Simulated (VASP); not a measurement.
# Ti2Co (Fd-3m) in VASP: single point with LDA

Aim: the single point of Ti2Co with LDA.

Program: VASP 6.6.1. These are calculated values, not measurements. Logs are shortened: lines on timing, memory, paths and dates and some standing lists are left out, and cuts for length are marked.

### 1 The cell of the first run

It takes space group Fd-3m (No. 227, cubic). The conventional cell has a = 10.959 Å, b = 10.959 Å, c = 10.959 Å, α = 90.00°, β = 90.00°, γ = 90.00°. Ti (site symmetry -3m) has 6 Co at 2.43 Å and 6 Ti at 2.83 Å within 3.2 Å. Within 3.3 Å of Ti (site symmetry 2mm) lie 4 Co at 2.47 to 2.81 Å and 10 Ti at 2.83 to 2.91 Å. Co (site symmetry 3m) has 9 Ti at 2.43 to 2.81 Å and 3 Co at 2.85 Å within 3.2 Å.

### 2 Single point, LDA

Input file INCAR:

```
SYSTEM = Ti2Co
ALGO = Normal
EDIFF = 1E-6
ENCUT = 520
ISIF = 2
ISMEAR = 0
LASPH = .True.
LCHARG = .True.
LELF = .True.
LREAL = Auto
LVHAR = .True.
LWAVE = .False.
NBANDS = 150
NELM = 100
PREC = Accurate
SIGMA = 0.1
```

Input file KPOINTS:

```
k-points
0
Gamma
  6 6 6
  0 0 0
```

Input file POSCAR:

```
Ti2Co
1.0
    0.0000000000      5.4794963873      5.4794963873
    5.4794963873      0.0000000000      5.4794963873
    5.4794963873      5.4794963873      0.0000000000
Ti Co
16 8
Direct
    0.6250000000      0.1250000000      0.1250000000
    0.1250000000      0.6250000000      0.1250000000
    0.1250000000      0.1250000000      0.6250000000
    0.1250000000      0.1250000000      0.1250000000
    0.3129054259      0.3129054259      0.6870945741
    0.6870945741      0.6870945741      0.3129054259
    0.3129054259      0.6870945741      0.3129054259
    0.6870945741      0.3129054259      0.6870945741
    0.6870945741      0.3129054259      0.3129054259
    0.3129054259      0.6870945741      0.6870945741
    0.9370945741      0.9370945741      0.5629054259
    0.5629054259      0.5629054259      0.9370945741
    0.9370945741      0.5629054259      0.9370945741
    0.5629054259      0.9370945741      0.5629054259
    0.5629054259      0.9370945741      0.9370945741
    0.9370945741      0.5629054259      0.5629054259
    0.9742620238      0.3419126587      0.3419126587
    0.3419126587      0.9742620238      0.3419126587
    0.3419126587      0.3419126587      0.9742620238
    0.3419126587      0.3419126587      0.3419126587
    0.2757379762      0.9080873413      0.9080873413
    0.9080873413      0.2757379762      0.9080873413
    0.9080873413      0.9080873413      0.2757379762
    0.9080873413      0.9080873413      0.9080873413
```

Potentials or basis: VASP PAW LDA potentials, release 64 (Ti_sv, Co).

The run is started by

```bash
> cat potpaw_LDA.64/Ti_sv/POTCAR potpaw_LDA.64/Co/POTCAR > POTCAR
> mpirun -np 1 vasp_std > vasp.out
```

OUTCAR:

```text
SYSTEM = Ti2Co
   EDIFF = 1E-6
   ENCUT = 520
   ISIF = 2
   ISMEAR = 0
   LASPH = .True.
   LREAL = Auto
   NELM = 100
   PREC = Accurate

 ion  position               nearest neighbor table
   1  0.625  0.125  0.125-  20 2.43  24 2.43  18 2.43  22 2.43  23 2.43  19 2.43   9 2.83  15 2.83
                            14 2.83   8 2.83   6 2.83  12 2.83
   2  0.125  0.625  0.125-  20 2.43  24 2.43  17 2.43  21 2.43  23 2.43  19 2.43   7 2.83  13 2.83
                             6 2.83  16 2.83  10 2.83  12 2.83
   3  0.125  0.125  0.625-  20 2.43  24 2.43  17 2.43  21 2.43  22 2.43  18 2.43   5 2.83  11 2.83
                            14 2.83  16 2.83  10 2.83   8 2.83
   4  0.125  0.125  0.125-  19 2.43  23 2.43  17 2.43  21 2.43  22 2.43  18 2.43   5 2.83   7 2.83
                             9 2.83  11 2.83  13 2.83  15 2.83
   5  0.313  0.313  0.687-  19 2.47  20 2.47  21 2.81  22 2.81   3 2.83   4 2.83   7 2.90   8 2.90
                             9 2.90  10 2.90  14 2.91  16 2.91  15 2.91  13 2.91
   6  0.687  0.687  0.313-  17 2.47  18 2.47  24 2.81  23 2.81   1 2.83   2 2.83   7 2.90   8 2.90
                             9 2.90  10 2.90  13 2.91  15 2.91  14 2.91  16 2.91
   7  0.313  0.687  0.313-  18 2.47  20 2.47  21 2.81  23 2.81   2 2.83   4 2.83   5 2.90   6 2.90
                             9 2.90  10 2.90  12 2.91  16 2.91  15 2.91  11 2.91
   8  0.687  0.313  0.687-  17 2.47  19 2.47  24 2.81  22 2.81   1 2.83   3 2.83   5 2.90   6 2.90
                             9 2.90  10 2.90  11 2.91  15 2.91  12 2.91  16 2.91
   9  0.687  0.313  0.313-  17 2.47  20 2.47  22 2.81  23 2.81   1 2.83   4 2.83   5 2.90   6 2.90
[... 17 lines left out ...]
  18  0.342  0.974  0.342-   4 2.43   3 2.43   1 2.43   7 2.47   6 2.47  10 2.47  11 2.81  15 2.81
                            14 2.81  17 2.85  19 2.85  20 2.85
  19  0.342  0.342  0.974-   4 2.43   2 2.43   1 2.43   5 2.47   8 2.47  10 2.47  13 2.81  15 2.81
                            12 2.81  17 2.85  18 2.85  20 2.85
  20  0.342  0.342  0.342-   1 2.43   2 2.43   3 2.43   5 2.47   7 2.47   9 2.47  14 2.81  16 2.81
                            12 2.81  17 2.85  18 2.85  19 2.85
  21  0.276  0.908  0.908-   4 2.43   3 2.43   2 2.43  15 2.47  12 2.47  14 2.47   7 2.81   5 2.81
                            10 2.81  22 2.85  23 2.85  24 2.85
  22  0.908  0.276  0.908-   4 2.43   3 2.43   1 2.43  13 2.47  12 2.47  16 2.47   9 2.81   5 2.81
                             8 2.81  21 2.85  23 2.85  24 2.85
  23  0.908  0.908  0.276-   4 2.43   2 2.43   1 2.43  11 2.47  14 2.47  16 2.47   9 2.81   7 2.81
                             6 2.81  21 2.85  22 2.85  24 2.85
  24  0.908  0.908  0.908-   1 2.43   2 2.43   3 2.43  11 2.47  13 2.47  15 2.47  10 2.81   8 2.81
                             6 2.81  21 2.85  22 2.85  23 2.85

  LATTYP: Found a face centered cubic cell.
 ALAT       =    10.9589927746

  Lattice vectors:

 A1 = (   0.0000000000,   5.4794963873,   5.4794963873)
 A2 = (   5.4794963873,   0.0000000000,   5.4794963873)
 A3 = (   5.4794963873,   5.4794963873,   0.0000000000)

Analysis of symmetry for initial positions (statically):
=====================================================================
 Subroutine PRICEL returns:
 Original cell was already a primitive cell.

 Routine SETGRP: Setting up the symmetry group for a
 face centered cubic supercell.

 Subroutine GETGRP returns: Found 48 space group operations
 (whereof 24 operations were pure point group operations)
 out of a pool of 48 trial point group operations.

The static configuration has the point symmetry T_d .
 The point group associated with its full space group is O_h .

Analysis of symmetry for dynamics (positions and initial velocities):
=====================================================================
 Subroutine PRICEL returns:
 Original cell was already a primitive cell.

 Routine SETGRP: Setting up the symmetry group for a
 face centered cubic supercell.

 Subroutine GETGRP returns: Found 48 space group operations
 (whereof 24 operations were pure point group operations)
 out of a pool of 48 trial point group operations.

The dynamic configuration has the point symmetry T_d .
 The point group associated with its full space group is O_h .

 Subroutine INISYM returns: Found 48 space group operations
 (whereof 24 operations are pure point group operations),
 and found     1 'primitive' translations

----------------------------------------------------------------------------------------

                                     Primitive cell

  volume of cell :     329.0425

  direct lattice vectors                    reciprocal lattice vectors
     0.000000000  5.479496387  5.479496387    -0.091249262  0.091249262  0.091249262
     5.479496387  0.000000000  5.479496387     0.091249262 -0.091249262  0.091249262
     5.479496387  5.479496387  0.000000000     0.091249262  0.091249262 -0.091249262

[... 69 lines left out ...]
     0.015208210  0.015208210 -0.015208210     0.000000000  0.000000000  0.166666667

  Length of vectors
     0.026341393  0.026341393  0.026341393

  Shift w.r.t. Gamma in fractional coordinates (k-lattice)
     0.000000000  0.000000000  0.000000000

 Subroutine IBZKPT returns following result:
 ===========================================

 Found     16 irreducible k-points:

 Following reciprocal coordinates:
            Coordinates               Weight
  0.000000  0.000000  0.000000      1.000000
  0.166667  0.000000  0.000000      8.000000
  0.333333  0.000000  0.000000      8.000000
  0.500000  0.000000  0.000000      4.000000
  0.166667  0.166667  0.000000      6.000000
  0.333333  0.166667  0.000000     24.000000
[... 8 lines left out ...]
 -0.333333  0.333333  0.166667     24.000000
 -0.333333  0.500000  0.166667     12.000000
   k-points           NKPTS =     16   k-points in BZ     NKDIM =     16   number of bands    NBANDS=    150
   number of dos      NEDOS =    301   number of ions     NIONS =     24
   total plane-waves  NPLWV = 216000
   dimension x,y,z NGX =    60 NGY =   60 NGZ =   60
   dimension x,y,z NGXF=   120 NGYF=  120 NGZF=  120
   ions per type =              16   8
   NGX,Y,Z   is equivalent  to a cutoff of  12.87, 12.87, 12.87 a.u.
   NGXF,Y,Z  is equivalent  to a cutoff of  25.74, 25.74, 25.74 a.u.
 SYSTEM =  Ti2Co
   PREC   = accura    normal or accurate (medium, high low for compatibility)
   ISTART =      0    job   : 0-new  1-cont  2-samecut
   ICHARG =      2    charge: 1-file 2-atom 10-const
   ISPIN  =      1    spin polarized calculation?
   LNONCOLLINEAR =      F non collinear calculations
   LSORBIT =      F    spin-orbit coupling
   LASPH  =      T    aspherical Exc in radial PAW
   ENCUT  =  520.0 eV  38.22 Ry    6.18 a.u.  14.41 14.41 14.41*2*pi/ulx,y,z
   NELM   =    100;   NELMIN=  2; NELMDL= -5     # of ELM steps
   EDIFF  = 0.1E-05   stopping-criterion for ELM
   LREAL  =      T    real-space projection
   EDIFFG = 0.1E-04   stopping-criterion for IOM
   NSW    =      0    number of steps for IOM
   IBRION =     -1    ionic relax: 0-MD 1-quasi-New 2-CG
   NFREE  =      0    steps in history (QN), initial steepest desc. (CG)
   ISIF   =      2    stress and relaxation
   ISYM   =      2    0-nonsym 1-usesym 2-fastsym
   POTIM  = 0.5000    time-step for ionic-motion
   TEBEG  =    0.0;   TEEND  =   0.0 temperature during run
   PSTRESS=    0.0 pullay stress
   NELECT =     264.0000    total number of electrons
   NUPDOWN=      -1.0000    fix difference up-down
   EMIN   =  10.00;   EMAX   =-10.00  energy-range for DOS
   EFERMI =   0.00;   METHOD = LEGACY
   ISMEAR =     0;   SIGMA  =   0.10  broadening in eV -4-tet -1-fermi 0-gaus
   EFERMI_NEDOS =   21; number of points for ismear=-14 and -15
   IALGO  =     38    algorithm
   IMIX   =      4    mixing-type and parameters
     AMIX     =   0.40;   BMIX     =  1.00
     AMIX_MAG =   1.60;   BMIX_MAG =  1.00
  volume/ion in A,a.u.               =      13.71        92.52
  Fermi-wavevector in a.u.,A,eV,Ry     =   1.521220  2.874690 31.485402  2.314112
  Thomas-Fermi vector in A             =   2.629965
   LORBIT       =      0    0 simple, 1 ext, 2 COOP (PROOUT), +10 PAW based schemes
   GGA     = CA    functional components
   LHFCALC =     F    Hartree Fock is set to
   AEXX    =    0.0000 exact exchange contribution
   IVDW    =     0    specifies the selected vdW correction
   LEPSILON=     F    determine dielectric tensor
   LRPA    =     F    only Hartree local field effects (RPA)
 non-spin polarized calculation
 Gauss-broadening in eV      SIGMA  =   0.10
  energy-cutoff  :      520.00
  volume of cell :      329.04
 maximum number of plane-waves:      8904
 NGX is ok and might be reduce to    60
   NGX = 29   NGY = 29   NGZ = 29

 number of electron     263.9999979 magnetization

 Free energy of the ion-electron system (eV)
  ---------------------------------------------------
  ext. energy  EPLUGINS =         0.00000000
  ---------------------------------------------------
  free energy    TOTEN  =      -209.95913533 eV

  energy without entropy =     -209.79026768  energy(sigma->0) =     -209.87470151

 E-fermi :   9.6974     XC(G=0): -12.7876

 val. band max:        9.6958035508   @ k =   0.5000   0.3333   0.1667
 cond. band min:       9.7020759289   @ k =   0.3333   0.1667   0.0000
 fundamental gap:      0.0062723781
 Fermi energy:         9.6974230858

 k-point     1 :       0.0000    0.0000    0.0000
  band No.  band energies     occupation
      1     -46.4800      2.00000
      2     -46.3888      2.00000
      3     -46.3888      2.00000
      4     -46.3888      2.00000
      5     -46.3875      2.00000
      6     -46.3861      2.00000
[... 2341 lines left out ...]
    143      10.2338      0.00000
    144      10.2338      0.00000
 [bands above 144 left out]

------------------------ aborting loop because EDIFF is reached ----------------------------------------

  FORCE on cell =-STRESS in cart. coord.  units (eV):
  Direction    XX          YY          ZZ          XY          YZ          ZX
  --------------------------------------------------------------------------------------
  -------------------------------------------------------------------------------------
  Total       -0.4352586     -0.4352586     -0.4352586      0.0000000     -0.0000000      0.0000000
  in kB       -2.1193662     -2.1193662     -2.1193662      0.0000000     -0.0000000      0.0000000
  external PRESSURE =      -2.1193662 kB  Pullay stress =       0.0000000 kB

 VOLUME and BASIS-vectors are now :
 -----------------------------------------------------------------------------
  energy-cutoff  :      520.00
  volume of cell :      329.04
      direct lattice vectors                 reciprocal lattice vectors
     0.000000000  5.479496387  5.479496387    -0.091249262  0.091249262  0.091249262
     5.479496387  0.000000000  5.479496387     0.091249262 -0.091249262  0.091249262
     5.479496387  5.479496387  0.000000000     0.091249262  0.091249262 -0.091249262

 POSITION                                       TOTAL-FORCE (eV/Angst)
 -----------------------------------------------------------------------------------
      1.36987      4.10962      4.10962         0.000000     -0.000000     -0.000000
      4.10962      1.36987      4.10962         0.000000     -0.000000     -0.000000
      4.10962      4.10962      1.36987         0.000000     -0.000000     -0.000000
      1.36987      1.36987      1.36987         0.000000     -0.000000     -0.000000
      5.47950      5.47950      3.42913         0.000000     -0.000000      0.001054
      5.47950      5.47950      7.52986         0.000000     -0.000000     -0.001054
[... 16 lines left out ...]
      6.48677      6.48677      9.95172         0.006765      0.006765     -0.006765
      9.95172      9.95172      9.95172        -0.006765     -0.006765     -0.006765
 -----------------------------------------------------------------------------------
    total drift:                                0.000005      0.000005      0.000005

  FREE ENERGIE OF THE ION-ELECTRON SYSTEM (eV)
  ---------------------------------------------------
  free  energy   TOTEN  =      -209.9591353340 eV

  energy  without entropy=     -209.7902676783  energy(sigma->0) =     -209.87470151
```

Wall time 27 min (1 thread of AMD EPYC 9R45 (Zen 5), shared host); peak memory 0.67 GiB.

Results:

| Quantity | Value |
| --- | --- |
| Free energy | -209.9591 eV |
| Pressure | -0.2 GPa |
| Largest force | 0.012 eV/Å |
| Band gap on the k mesh | zero (band 132 reaches 9.82 eV, above the bottom of band 133 at 9.67 eV) |

Forces in eV/Å, atoms in the order of the input:
```
Ti   0.000  0.000  0.000
Ti   0.000  0.000  0.000
Ti   0.000  0.000  0.000
Ti   0.000  0.000  0.000
Ti   0.000  0.000  0.001
Ti   0.000  0.000 -0.001
Ti   0.000  0.001  0.000
Ti   0.000 -0.001  0.000
Ti   0.001  0.000  0.000
Ti  -0.001  0.000  0.000
Ti   0.000  0.000 -0.001
Ti   0.000  0.000  0.001
Ti   0.000 -0.001  0.000
Ti   0.000  0.001  0.000
Ti  -0.001  0.000  0.000
Ti   0.001  0.000  0.000
Co   0.007 -0.007 -0.007
Co  -0.007  0.007 -0.007
Co  -0.007 -0.007  0.007
Co   0.007  0.007  0.007
Co  -0.007  0.007  0.007
Co   0.007 -0.007  0.007
Co   0.007  0.007 -0.007
Co  -0.007 -0.007 -0.007
```

Levels at points of the mesh, in eV from the Fermi level:
| k point | band 129 | band 130 | band 131 | band 132 | band 133 | band 134 | band 135 | band 136 |
| --- | --- | --- | --- | --- | --- | --- | --- | --- |
| (0.00, 0.00, 0.00) | -0.45 | 0.12 | 0.12 | 0.12 | 0.22 | 0.34 | 0.34 | 0.39 |
| (0.50, 0.00, 0.00) | -0.21 | -0.20 | -0.20 | -0.10 | -0.01 | -0.01 | 0.13 | 0.21 |
| (0.50, 0.50, 0.00) | -0.17 | -0.17 | -0.06 | -0.06 | -0.02 | -0.02 | 0.26 | 0.26 |
